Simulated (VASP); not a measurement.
# Ag (P6_3/mmc) in VASP: a series of runs, part 2 of 2

VASP 6.6.1. The steps go on from the part before.

### Step 3. Single point, LDA (14.09 Å³/atom)

This run uses another cell than the first one, of 14.09 Å³/atom.

INCAR

```
PREC = Accurate
ENCUT = 520
EDIFF = 1E-6
ISMEAR = -1
SIGMA = 0.1
LREAL = F
LASPH = T
NELM = 80
ALGO = Normal
ISIF = 2
LWAVE = F
LCHARG = F
NBANDS = 30
```

KPOINTS

```
regular mesh
0
Gamma
  14 14 4
```

POSCAR

```
Ag
1.0
    2.6993852416      0.0000000000      0.0000000000
   -1.3496926208      2.3377361938      0.0000000000
    0.0000000000      0.0000000000      8.9288883170
Ag
4
Direct
    0.3333333333      0.6666666667      0.2500000000
    0.6666666667      0.3333333333      0.7500000000
    1.0000000000      0.0000000000      0.0000000000
    1.0000000000      0.0000000000      0.5000000000
```

Potentials or basis: VASP PAW LDA potentials, release 64 (Ag).

Launch:

```
cat potpaw_LDA.64/Ag/POTCAR > POTCAR
mpirun -np 1 vasp_std > vasp.out
```

OUTCAR:

```text
PREC = Accurate
   ENCUT = 520
   EDIFF = 1E-6
   ISMEAR = -1
   LREAL = F
   LASPH = T
   NELM = 80
   ISIF = 2

 ion  position               nearest neighbor table
   1  0.333  0.667  0.250-   3 2.72   4 2.72   3 2.72   4 2.72   3 2.72   4 2.72
   2  0.667  0.333  0.750-   3 2.72   4 2.72   3 2.72   4 2.72   3 2.72   4 2.72
   3  0.000  0.000  0.000-   1 2.72   2 2.72   1 2.72   2 2.72   2 2.72   1 2.72
   4  0.000  0.000  0.500-   1 2.72   2 2.72   1 2.72   2 2.72   2 2.72   1 2.72

  LATTYP: Found a hexagonal cell.
 ALAT       =     2.6993852416
 C/A-ratio  =     3.3077488087

  Lattice vectors:

 A1 = (   2.6993852416,   0.0000000000,   0.0000000000)
 A2 = (  -1.3496926208,   2.3377361938,   0.0000000000)
 A3 = (   0.0000000000,   0.0000000000,   8.9288883170)

Analysis of symmetry for initial positions (statically):
=====================================================================
 Subroutine PRICEL returns:
 Original cell was already a primitive cell.

 Routine SETGRP: Setting up the symmetry group for a
 hexagonal supercell.

 Subroutine GETGRP returns: Found 24 space group operations
 (whereof 12 operations were pure point group operations)
 out of a pool of 24 trial point group operations.

The static configuration has the point symmetry D_3d.
 The point group associated with its full space group is D_6h.

Analysis of symmetry for dynamics (positions and initial velocities):
=====================================================================
 Subroutine PRICEL returns:
 Original cell was already a primitive cell.

 Routine SETGRP: Setting up the symmetry group for a
 hexagonal supercell.

 Subroutine GETGRP returns: Found 24 space group operations
 (whereof 12 operations were pure point group operations)
[... 121 lines left out ...]
   EFERMI =   0.00;   METHOD = LEGACY
   ISMEAR =    -1;   SIGMA  =   0.10  broadening in eV -4-tet -1-fermi 0-gaus
   EFERMI_NEDOS =   21; number of points for ismear=-14 and -15
   IALGO  =     38    algorithm
   IMIX   =      4    mixing-type and parameters
     AMIX     =   0.40;   BMIX     =  1.00
     AMIX_MAG =   1.60;   BMIX_MAG =  1.00
  volume/ion in A,a.u.               =      14.09        95.06
  Fermi-wavevector in a.u.,A,eV,Ry     =   1.507555  2.848866 30.922257  2.272722
  Thomas-Fermi vector in A             =   2.618126
   LORBIT       =      0    0 simple, 1 ext, 2 COOP (PROOUT), +10 PAW based schemes
   GGA     = CA    functional components
   LHFCALC =     F    Hartree Fock is set to
   AEXX    =    0.0000 exact exchange contribution
   IVDW    =     0    specifies the selected vdW correction
   LEPSILON=     F    determine dielectric tensor
   LRPA    =     F    only Hartree local field effects (RPA)
 non-spin polarized calculation
  energy-cutoff  :      520.00
  volume of cell :       56.35
 maximum number of plane-waves:      1538
 NGX is ok and might be reduce to    20
   NGX =  9   NGY =  9   NGZ = 33

 number of electron      44.0000000 magnetization

 Free energy of the ion-electron system (eV)
  ---------------------------------------------------
  ext. energy  EPLUGINS =         0.00000000
  ---------------------------------------------------
  free energy    TOTEN  =       -14.57003524 eV

  energy without entropy =      -14.53350754  energy(sigma->0) =      -14.55177139

 E-fermi :  11.1519     XC(G=0): -13.7416

 val. band max:       11.1501476832   @ k =   0.4286   0.0714   0.5000
 cond. band min:      11.1665725897   @ k =   0.4286   0.0000   0.0000
 fundamental gap:      0.0164249065
 Fermi energy:        11.1518654478

 k-point     1 :       0.0000    0.0000    0.0000
  band No.  band energies     occupation
      1       1.7968      2.00000
      2       3.3552      2.00000
      3       3.3561      2.00000
      4       3.3677      2.00000
      5       5.4816      2.00000
      6       5.5522      2.00000
[... 781 lines left out ...]
     29      18.8948      0.00000
     30      21.7814      0.00000

 [... further k-points ...]

------------------------ aborting loop because EDIFF is reached ----------------------------------------

  FORCE on cell =-STRESS in cart. coord.  units (eV):
  Direction    XX          YY          ZZ          XY          YZ          ZX
  --------------------------------------------------------------------------------------
  -------------------------------------------------------------------------------------
  Total        9.4111581      9.4111581      8.4463112      0.0000000      0.0000000     -0.0000000
  in kB      267.6060261    267.6060261    240.1706313      0.0000000      0.0000000     -0.0000000
  external PRESSURE =     258.4608945 kB  Pullay stress =       0.0000000 kB

 VOLUME and BASIS-vectors are now :
 -----------------------------------------------------------------------------
  energy-cutoff  :      520.00
  volume of cell :       56.35
      direct lattice vectors                 reciprocal lattice vectors
     2.699385242  0.000000000  0.000000000     0.370454719  0.213882131  0.000000000
    -1.349692621  2.337736194  0.000000000     0.000000000  0.427764263  0.000000000
     0.000000000  0.000000000  8.928888317     0.000000000  0.000000000  0.111996025

 POSITION                                       TOTAL-FORCE (eV/Angst)
 -----------------------------------------------------------------------------------
     -0.00000      1.55849      2.23222         0.000000     -0.000000      0.000000
      1.34969      0.77925      6.69667        -0.000000      0.000000     -0.000000
      0.00000      0.00000      0.00000         0.000000      0.000000     -0.000000
      0.00000      0.00000      4.46444         0.000000      0.000000     -0.000000
 -----------------------------------------------------------------------------------
    total drift:                                0.000000     -0.000000      0.000000

  FREE ENERGIE OF THE ION-ELECTRON SYSTEM (eV)
  ---------------------------------------------------
  free  energy   TOTEN  =       -14.5700352388 eV

  energy  without entropy=      -14.5335075373  energy(sigma->0) =      -14.55177139
```

OSZICAR:

```text
N       E                     dE             d eps       ncg     rms          rms(c)
DAV:   1     0.315284995819E+03    0.31528E+03   -0.23169E+04  4320   0.150E+03
DAV:   2    -0.849379813644E+01   -0.32378E+03   -0.30864E+03  4470   0.357E+02
DAV:   3    -0.159686747595E+02   -0.74749E+01   -0.74346E+01  4980   0.624E+01
DAV:   4    -0.160003971068E+02   -0.31722E-01   -0.31718E-01  4770   0.395E+00
DAV:   5    -0.160006787642E+02   -0.28166E-03   -0.28165E-03  4926   0.395E-01    0.188E+01
DAV:   6    -0.146893859616E+02    0.13113E+01   -0.31691E+00  4716   0.154E+01    0.109E+01
DAV:   7    -0.145852974702E+02    0.10409E+00   -0.12512E-01  4860   0.274E+00    0.386E+00
DAV:   8    -0.145699648158E+02    0.15333E-01   -0.17754E-02  4680   0.111E+00    0.308E-01
DAV:   9    -0.145700256713E+02   -0.60856E-04   -0.50711E-05  5058   0.657E-02    0.274E-02
DAV:  10    -0.145700354678E+02   -0.97965E-05   -0.46592E-06  4738   0.198E-02    0.188E-02
DAV:  11    -0.145700352388E+02    0.22899E-06   -0.10257E-06  2982   0.976E-03
   1 F= -.14570035E+02 E0= -.14551771E+02  d E =-.365277E-01
```

stdout:

```text
POSCAR found type information on POSCAR Ag
 POSCAR found :  1 types and       4 ions
 scaLAPACK will be used
 LDA part: xc-table for (Slater(with rela. corr.)+CA(PZ))
 , standard interpolation
 POSCAR, INCAR and KPOINTS ok, starting setup
 FFT: planning ... GRIDC
 FFT: planning ... GRID_SOFT
 FFT: planning ... GRID
 WAVECAR not read
 entering main loop
```

It took 1.9 min on 1 thread of AMD EPYC 7R13, shared host; peak memory 0.18 GiB.

Results:

| Property | Result |
| --- | --- |
| Free energy | -14.5700 eV |
| Pressure | 25.8 GPa |
| Band gap on the k mesh | zero (bands 22 and 23 overlap by 6.56 eV) |

Levels at points of the mesh, in eV from the Fermi level:
```
           k point  band 20  band 21  band 22  band 23  band 24  band 25
(0.00, 0.00, 0.00)    -3.64    -3.64    -3.09    -3.09    -1.11     4.58
(0.50, 0.00, 0.00)    -2.77    -0.61     0.39     1.34     1.88     5.52
(0.00, 0.00, 0.50)    -3.32    -3.32    -3.32    -3.19    -3.19     7.50
(0.50, 0.00, 0.50)    -2.79     0.16     0.16     1.61     1.61     5.78
```

Caveat: the cell stands under pressure.
